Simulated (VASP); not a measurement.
# Nb3H in VASP: a series of runs

The runs below take Nb3H through single point, with LDA.

Everything below comes from runs of VASP 6.6.1. Logs are shortened: lines on timing, memory, paths and dates and some standing lists are left out, and cuts for length are marked.

### 1 The cell of the first run

The cell holds a slab with vacuum, 4 atoms: a = 2.927 Å, b = 2.927 Å, c = 21.196 Å, α = 90.00°, β = 90.00°, γ = 90.00°.

### 2 Single point, LDA, collinear spin

INCAR

```
SYSTEM = Nb3H
PREC = Accurate
ENCUT = 520
EDIFF = 1E-7
ISMEAR = 0
SIGMA = 0.1
LREAL = .False.
LASPH = .True.
NELM = 150
ALGO = Normal
ISIF = 2
LWAVE = .False.
LCHARG = .False.
ISPIN = 2
MAGMOM = 0 0 0 1
LORBIT = 11
LMAXMIX = 4
LDIPOL = .True.
IDIPOL = 3
DIPOL = 0.5 0.5 0.332
GGA = CA
NBANDS = 32
```

KPOINTS

```
Automatic mesh
0
Gamma
  9 9 1
  0 0 0
```

POSCAR

```
Nb3H
1.0
    2.9270177637      0.0000000000      0.0000000000
    0.0000000000      2.9270177637      0.0000000000
    0.0000000000      0.0000000000     21.1957939222
Nb H
3 1
Direct
    0.5000000000      0.5000000000      0.1887166867
    0.0000000000      0.0000000000      0.2876907936
    0.5000000000      0.5000000000      0.3866707684
    0.5000000000      0.6666666667      0.4664035685
```

Potentials or basis: VASP PAW LDA potentials, release 64 (Nb_sv, H).

On the command line:

```
$ cat potpaw_LDA.64/Nb_sv/POTCAR potpaw_LDA.64/H/POTCAR > POTCAR
$ mpirun -np 1 vasp_std > vasp.out
```

OUTCAR:

```text
SYSTEM = Nb3H
   PREC = Accurate
   ENCUT = 520
   EDIFF = 1E-7
   ISMEAR = 0
   LREAL = .False.
   LASPH = .True.
   NELM = 150
   ISIF = 2
   ISPIN = 2
   LORBIT = 11
   GGA = CA

 ion  position               nearest neighbor table
   1  0.500  0.500  0.189-   2 2.95   2 2.95   2 2.95   2 2.95
   2  0.000  0.000  0.288-   1 2.95   1 2.95   1 2.95   1 2.95   3 2.95   3 2.95   3 2.95   3 2.95

   3  0.500  0.500  0.387-   4 1.76   2 2.95   2 2.95   2 2.95   2 2.95
   4  0.500  0.667  0.466-   3 1.76

  LATTYP: Found a simple tetragonal cell.
 ALAT       =     2.9270177637
 C/A-ratio  =     7.2414298899

  Lattice vectors:

 A1 = (   2.9270177637,   0.0000000000,   0.0000000000)
 A2 = (   0.0000000000,   2.9270177637,   0.0000000000)
 A3 = (   0.0000000000,   0.0000000000,  21.1957939222)

Analysis of symmetry for initial positions (statically):
=====================================================================
 Subroutine PRICEL returns:
 Original cell was already a primitive cell.

 Routine SETGRP: Setting up the symmetry group for a
 simple tetragonal supercell.

 Subroutine GETGRP returns: Found  2 space group operations
 (whereof  2 operations were pure point group operations)
 out of a pool of 16 trial point group operations.

The static configuration has the point symmetry C_1h.

Analysis of symmetry for dynamics (positions and initial velocities):
=====================================================================
 Subroutine PRICEL returns:
 Original cell was already a primitive cell.

 Routine SETGRP: Setting up the symmetry group for a
 simple tetragonal supercell.

 Subroutine GETGRP returns: Found  2 space group operations
 (whereof  2 operations were pure point group operations)
 out of a pool of 16 trial point group operations.

The dynamic configuration has the point symmetry C_1h.

Analysis of structural, dynamic, and magnetic symmetry:
=====================================================================
 Subroutine PRICEL returns:
 Original cell was already a primitive cell.

 Routine SETGRP: Setting up the symmetry group for a
 simple tetragonal supercell.

 Subroutine GETGRP returns: Found  2 space group operations
 (whereof  2 operations were pure point group operations)
 out of a pool of 16 trial point group operations.

The overall configuration has the point symmetry C_1h.

 Subroutine INISYM returns: Found  2 space group operations
 (whereof  2 operations are pure point group operations),
 and found     1 'primitive' translations

----------------------------------------------------------------------------------------

                                     Primitive cell

  volume of cell :     181.5935

  direct lattice vectors                    reciprocal lattice vectors
     2.927017764  0.000000000  0.000000000     0.341644664  0.000000000  0.000000000
     0.000000000  2.927017764  0.000000000     0.000000000  0.341644664  0.000000000
     0.000000000  0.000000000 21.195793922     0.000000000  0.000000000  0.047179172

  length of vectors
     2.927017764  2.927017764 21.195793922     0.341644664  0.341644664  0.047179172

  position of ions in fractional coordinates (direct lattice)
     0.500000000  0.500000000  0.188716687
     0.000000000  0.000000000  0.287690794
     0.500000000  0.500000000  0.386670768
     0.500000000  0.666666667  0.466403568

  ion indices of the primitive-cell ions
   primitive index   ion index
                 1           1
                 2           2
                 3           3
                 4           4

----------------------------------------------------------------------------------------

 KPOINTS: Automatic mesh

Automatic generation of k-mesh.
 Grid dimensions read from file:
 generate k-points for:    9    9    1

 Generating k-lattice:

  Cartesian coordinates                     Fractional coordinates (reciprocal lattice)
     0.037960518  0.000000000  0.000000000     0.111111111  0.000000000  0.000000000
     0.000000000  0.037960518  0.000000000     0.000000000  0.111111111  0.000000000
     0.000000000  0.000000000  0.047179172     0.000000000  0.000000000  1.000000000

  Length of vectors
     0.037960518  0.037960518  0.047179172

  Shift w.r.t. Gamma in fractional coordinates (k-lattice)
     0.000000000  0.000000000  0.000000000

 Subroutine IBZKPT returns following result:
 ===========================================

 Found     25 irreducible k-points:

 Following reciprocal coordinates:
            Coordinates               Weight
  0.000000  0.000000  0.000000      1.000000
  0.111111  0.000000  0.000000      2.000000
  0.000000  0.111111  0.000000      2.000000
  0.222222  0.000000  0.000000      2.000000
  0.000000  0.222222  0.000000      2.000000
  0.333333  0.000000  0.000000      2.000000
[... 16 lines left out ...]
  0.444444  0.333333  0.000000      4.000000
 -0.333333  0.444444  0.000000      4.000000
   k-points           NKPTS =     25   k-points in BZ     NKDIM =     25   number of bands    NBANDS=     32
   number of dos      NEDOS =    301   number of ions     NIONS =      4
   total plane-waves  NPLWV =  92160
   dimension x,y,z NGX =    24 NGY =   24 NGZ =  160
   dimension x,y,z NGXF=    48 NGYF=   48 NGZF=  320
   ions per type =               3   1
   NGX,Y,Z   is equivalent  to a cutoff of  13.63, 13.63, 12.55 a.u.
   NGXF,Y,Z  is equivalent  to a cutoff of  27.26, 27.26, 25.10 a.u.
 SYSTEM =  Nb3H
   PREC   = accura    normal or accurate (medium, high low for compatibility)
   ISTART =      0    job   : 0-new  1-cont  2-samecut
   ICHARG =      2    charge: 1-file 2-atom 10-const
   ISPIN  =      2    spin polarized calculation?
   LNONCOLLINEAR =      F non collinear calculations
   LSORBIT =      F    spin-orbit coupling
   LASPH  =      T    aspherical Exc in radial PAW
   ENCUT  =  520.0 eV  38.22 Ry    6.18 a.u.   5.44  5.44 39.41*2*pi/ulx,y,z
   NELM   =    150;   NELMIN=  2; NELMDL= -5     # of ELM steps
   EDIFF  = 0.1E-06   stopping-criterion for ELM
   LREAL  =      F    real-space projection
   EDIFFG = 0.1E-05   stopping-criterion for IOM
   NSW    =      0    number of steps for IOM
   IBRION =     -1    ionic relax: 0-MD 1-quasi-New 2-CG
   NFREE  =      0    steps in history (QN), initial steepest desc. (CG)
   ISIF   =      2    stress and relaxation
   ISYM   =      2    0-nonsym 1-usesym 2-fastsym
   POTIM  = 0.5000    time-step for ionic-motion
   TEBEG  =    0.0;   TEEND  =   0.0 temperature during run
   PSTRESS=    0.0 pullay stress
   NELECT =      40.0000    total number of electrons
   NUPDOWN=      -1.0000    fix difference up-down
   EMIN   =  10.00;   EMAX   =-10.00  energy-range for DOS
   EFERMI =   0.00;   METHOD = LEGACY
   ISMEAR =     0;   SIGMA  =   0.10  broadening in eV -4-tet -1-fermi 0-gaus
   EFERMI_NEDOS =   21; number of points for ismear=-14 and -15
   IALGO  =     38    algorithm
   IMIX   =      4    mixing-type and parameters
     AMIX     =   0.40;   BMIX     =  1.00
     AMIX_MAG =   1.60;   BMIX_MAG =  1.00
  volume/ion in A,a.u.               =      45.40       306.36
  Fermi-wavevector in a.u.,A,eV,Ry     =   0.988693  1.868358 13.299877  0.977513
  Thomas-Fermi vector in A             =   2.120238
   LORBIT       =     11    0 simple, 1 ext, 2 COOP (PROOUT), +10 PAW based schemes
   GGA     = CA    functional components
   LHFCALC =     F    Hartree Fock is set to
   AEXX    =    0.0000 exact exchange contribution
   IVDW    =     0    specifies the selected vdW correction
   LEPSILON=     F    determine dielectric tensor
   LRPA    =     F    only Hartree local field effects (RPA)
 spin polarized calculation
 Gauss-broadening in eV      SIGMA  =   0.10
  energy-cutoff  :      520.00
  volume of cell :      181.59
 maximum number of plane-waves:      4927
 NGX is ok and might be reduce to    24
   NGX = 11   NGY = 11   NGZ = 79

 dipolmoment           0.000000      0.000000     -0.143148 electrons x Angstroem

 number of electron      39.9999999 magnetization       0.0000555

 dipolmoment           0.000000      0.000000      0.079797 electrons x Angstroem

 Free energy of the ion-electron system (eV)
  ---------------------------------------------------
  ext. energy  EPLUGINS =         0.00000000
  ---------------------------------------------------
  free energy    TOTEN  =       -33.49310872 eV

  energy without entropy =      -33.47630761  energy(sigma->0) =      -33.48470816

 E-fermi :  -0.3325     XC(G=0):  -5.0312

 val. band max:       -0.3401732345   @ k =   0.0000   0.2222   0.0000
 cond. band min:      -0.2796937828   @ k =  -0.1111   0.4444   0.0000
 fundamental gap:      0.0604794518
 Fermi energy:        -0.3324697373

 spin component 1

 k-point     1 :       0.0000    0.0000    0.0000
  band No.  band energies     occupation
      1     -54.9389      1.00000
      2     -54.8384      1.00000
      3     -54.6982      1.00000
      4     -31.4994      1.00000
      5     -31.0920      1.00000
      6     -30.8178      1.00000
[... 24 lines left out ...]
     31       4.1248      0.00000
     32       4.2712      0.00000

 k-point     2 :       0.1111    0.0000    0.0000
  band No.  band energies     occupation
      1     -54.9244      1.00000
      2     -54.8278      1.00000
      3     -54.6944      1.00000
      4     -31.4763      1.00000
      5     -31.1312      1.00000
      6     -30.8627      1.00000
[... 24 lines left out ...]
     31       4.1871      0.00000
     32       4.7838      0.00000
[... 733 lines left out ...]
     31       7.0850      0.00000
     32       7.9399      0.00000

 k-point    24 :      -0.3333    0.4444    0.0000
  band No.  band energies     occupation
      1     -54.7511      1.00000
      2     -54.6644      1.00000
      3     -54.6380      1.00000
      4     -31.5227      1.00000
      5     -31.4767      1.00000
      6     -31.3998      1.00000
[... 24 lines left out ...]
     31       7.1037      0.00000
     32       7.9403      0.00000

 [... further k-points ...]

 spin component 2

 k-point     1 :       0.0000    0.0000    0.0000
  band No.  band energies     occupation
      1     -54.9389      1.00000
      2     -54.8384      1.00000
      3     -54.6982      1.00000
      4     -31.4994      1.00000
      5     -31.0920      1.00000
      6     -30.8178      1.00000
[... 24 lines left out ...]
     31       4.1248      0.00000
     32       4.2734      0.00000

 k-point     2 :       0.1111    0.0000    0.0000
  band No.  band energies     occupation
      1     -54.9244      1.00000
      2     -54.8278      1.00000
      3     -54.6944      1.00000
      4     -31.4763      1.00000
      5     -31.1312      1.00000
      6     -30.8627      1.00000
[... 24 lines left out ...]
     31       4.1876      0.00000
     32       4.7855      0.00000
[... 733 lines left out ...]
     31       7.0850      0.00000
     32       7.9400      0.00000

 k-point    24 :      -0.3333    0.4444    0.0000
  band No.  band energies     occupation
      1     -54.7511      1.00000
      2     -54.6644      1.00000
      3     -54.6380      1.00000
      4     -31.5227      1.00000
      5     -31.4766      1.00000
      6     -31.3998      1.00000
[... 24 lines left out ...]
     31       7.1037      0.00000
     32       7.9404      0.00000

 [... further k-points ...]

------------------------ aborting loop because EDIFF is reached ----------------------------------------

 vacuum level on the upper side and lower side of the slab       (xc-potential included)         0.707        -0.967

  FORCE on cell =-STRESS in cart. coord.  units (eV):
  Direction    XX          YY          ZZ          XY          YZ          ZX
  --------------------------------------------------------------------------------------
  -------------------------------------------------------------------------------------
  Total       -6.4423245     -6.3363302      0.4684964      0.0000000      1.4018405      0.0000000
  in kB      -56.8398305    -55.9046559      4.1334852      0.0000000     12.3682650      0.0000000
  external PRESSURE =     -36.2036670 kB  Pullay stress =       0.0000000 kB

 VOLUME and BASIS-vectors are now :
 -----------------------------------------------------------------------------
  energy-cutoff  :      520.00
  volume of cell :      181.59
      direct lattice vectors                 reciprocal lattice vectors
     2.927017764  0.000000000  0.000000000     0.341644664  0.000000000  0.000000000
     0.000000000  2.927017764  0.000000000     0.000000000  0.341644664  0.000000000
     0.000000000  0.000000000 21.195793922     0.000000000  0.000000000  0.047179172

 POSITION                                       TOTAL-FORCE (eV/Angst)
 -----------------------------------------------------------------------------------
      1.46351      1.46351      4.00000         0.000000      0.019533      0.402635
      0.00000      0.00000      6.09783         0.000000     -0.283555     -0.752496
      1.46351      1.46351      8.19579         0.000000     -0.262312     -0.020319
      1.46351      1.95135      9.88579         0.000000      0.526333      0.370180
 -----------------------------------------------------------------------------------
    total drift:                                0.000000     -0.000024     -0.000062

  FREE ENERGIE OF THE ION-ELECTRON SYSTEM (eV)
  ---------------------------------------------------
  free  energy   TOTEN  =       -33.4931087171 eV

  energy  without entropy=      -33.4763076078  energy(sigma->0) =      -33.48470816

 vacuum level on the upper side and lower side of the slab         5.937         4.233

 total charge

# of ion       s       p       d       tot
------------------------------------------
    1        2.221   5.950   2.492  10.662
    2        2.235   6.022   2.423  10.680
    3        2.235   5.984   2.470  10.689
    4        0.510   0.010   0.000   0.520
--------------------------------------------------
tot          7.200  17.966   7.385  32.551

 magnetization (x)

# of ion       s       p       d       tot
------------------------------------------
    1        0.000   0.000   0.000   0.000
    2       -0.000  -0.000  -0.000  -0.000
    3       -0.000  -0.000  -0.000  -0.000
    4       -0.000  -0.000   0.000  -0.000
--------------------------------------------------
tot         -0.000   0.000  -0.000  -0.000
```

It took 4.7 min on 1 thread of AMD EPYC 9R45 (Zen 5), shared host; peak memory 0.36 GiB.

Results:

```
Free energy                                           : -33.4931 eV
Largest force                                         : 0.804 eV/Å
Band gap on the k mesh                                : zero (filled and empty bands overlap)
Net moment                                            : 0.00 μB per cell
Valence electrons inside the program's atomic spheres : Nb 10.66, 10.68, 10.69; H 0.52
```

Forces in eV/Å, atoms in the order of the input:
```
Nb   0.000  0.020  0.403
Nb   0.000 -0.284 -0.752
Nb   0.000 -0.262 -0.020
H    0.000  0.526  0.370
```

### 3 Single point, LDA, collinear spin

Changes to INCAR since step 2:

```diff
@@ -3,3 +3,3 @@
 ENCUT = 520
-EDIFF = 1E-7
+EDIFF = 1E-6
 ISMEAR = 0
@@ -19,4 +19,3 @@
 IDIPOL = 3
-DIPOL = 0.5 0.5 0.332
-GGA = CA
+DIPOL = 0.5 0.5 0.342
 NBANDS = 32
```

KPOINTS

```
regular mesh
0
Gamma
  9 9 1
  0 0 0
```

Changes to POSCAR since step 2:

```diff
@@ -11,2 +11,2 @@
     0.5000000000      0.5000000000      0.3866707684
-    0.5000000000      0.6666666667      0.4664035685
+    0.5000000000      0.6666666667      0.5050904892
```

Potentials or basis: VASP PAW LDA potentials, release 64 (Nb_sv, H).

On the command line:

```
$ cat potpaw_LDA.64/Nb_sv/POTCAR potpaw_LDA.64/H/POTCAR > POTCAR
$ mpirun -np 1 vasp_std > vasp.out
```

OUTCAR:

```text
SYSTEM = Nb3H
   PREC = Accurate
   ENCUT = 520
   EDIFF = 1E-6
   ISMEAR = 0
   LREAL = .False.
   LASPH = .True.
   NELM = 150
   ISIF = 2
   ISPIN = 2
   LORBIT = 11

 ion  position               nearest neighbor table
   1  0.500  0.500  0.189-   2 2.95   2 2.95   2 2.95   2 2.95
   2  0.000  0.000  0.288-   1 2.95   1 2.95   1 2.95   1 2.95   3 2.95   3 2.95   3 2.95   3 2.95

   3  0.500  0.500  0.387-   2 2.95   2 2.95   2 2.95   2 2.95
   4  0.500  0.667  0.505-

  LATTYP: Found a simple tetragonal cell.
 ALAT       =     2.9270177637
 C/A-ratio  =     7.2414298899

  Lattice vectors:

 A1 = (   2.9270177637,   0.0000000000,   0.0000000000)
 A2 = (   0.0000000000,   2.9270177637,   0.0000000000)
 A3 = (   0.0000000000,   0.0000000000,  21.1957939222)
[... 1912 lines left out ...]

 POSITION                                       TOTAL-FORCE (eV/Angst)
 -----------------------------------------------------------------------------------
      1.46351      1.46351      4.00000         0.000000     -0.011610      0.317415
      0.00000      0.00000      6.09783         0.000000     -0.059722     -0.619298
      1.46351      1.46351      8.19579         0.000000      0.054763      2.021602
      1.46351      1.95135     10.70579         0.000000      0.016568     -1.719719
 -----------------------------------------------------------------------------------
    total drift:                                0.000000     -0.000012     -0.000458

  FREE ENERGIE OF THE ION-ELECTRON SYSTEM (eV)
  ---------------------------------------------------
  free  energy   TOTEN  =       -32.3043883722 eV

  energy  without entropy=      -32.2825911609  energy(sigma->0) =      -32.29348977

 vacuum level on the upper side and lower side of the slab         6.138         4.185

 total charge

# of ion       s       p       d       tot
------------------------------------------
    1        2.221   5.950   2.491  10.662
    2        2.232   6.025   2.417  10.674
    3        2.215   5.962   2.428  10.605
    4        0.359   0.001   0.000   0.360
--------------------------------------------------
tot          7.026  17.938   7.336  32.301

 magnetization (x)

# of ion       s       p       d       tot
------------------------------------------
    1       -0.000   0.000   0.000   0.000
    2        0.000   0.000  -0.000   0.000
    3       -0.000   0.000   0.000  -0.000
    4       -0.000  -0.000   0.000  -0.000
--------------------------------------------------
tot         -0.000   0.000   0.000  -0.000
```

OSZICAR:

```text
N       E                     dE             d eps       ncg     rms          rms(c)
DAV:   1     0.417376490476E+03    0.41738E+03   -0.21091E+04  3832   0.109E+03
DAV:   2     0.781528797135E+01   -0.40956E+03   -0.39447E+03  4440   0.480E+02
DAV:   3    -0.317932862949E+02   -0.39609E+02   -0.38811E+02  5856   0.990E+01
[... 20 lines left out ...]
DAV:  24    -0.323043663560E+02   -0.20867E-04   -0.80000E-06  3680   0.103E-02    0.532E-03
DAV:  25    -0.323043770980E+02   -0.10742E-04   -0.55228E-06  3464   0.740E-03    0.323E-03
DAV:  26    -0.323043833219E+02   -0.62239E-05   -0.31262E-06  3528   0.577E-03    0.212E-03
DAV:  27    -0.323043864641E+02   -0.31422E-05   -0.98951E-07  3096   0.413E-03    0.194E-03
DAV:  28    -0.323043879055E+02   -0.14414E-05   -0.30082E-07  2952   0.305E-03    0.180E-03
DAV:  29    -0.323043883722E+02   -0.46667E-06   -0.23518E-07  2808   0.283E-03
   1 F= -.32304388E+02 E0= -.32293490E+02  d E =-.217972E-01  mag=     0.0002
```

Run time: 4.4 min. Hardware: 1 thread of AMD EPYC 9R45 (Zen 5), shared host; peak memory 0.35 GiB.

What came out:

| Property | Result |
| --- | --- |
| Free energy | -32.3044 eV |
| Largest force | 2.022 eV/Å |
| Band gap on the k mesh | zero (filled and empty bands overlap) |
| Net moment | 0.00 μB per cell |
| Valence electrons inside the program's atomic spheres | Nb 10.66, 10.67, 10.61; H 0.36 |

Forces in eV/Å, atoms in the order of the input:
```
Nb   0.000 -0.012  0.317
Nb   0.000 -0.060 -0.619
Nb   0.000  0.055  2.022
H    0.000  0.017 -1.720
```

(Part 1 of 2 ends here.)
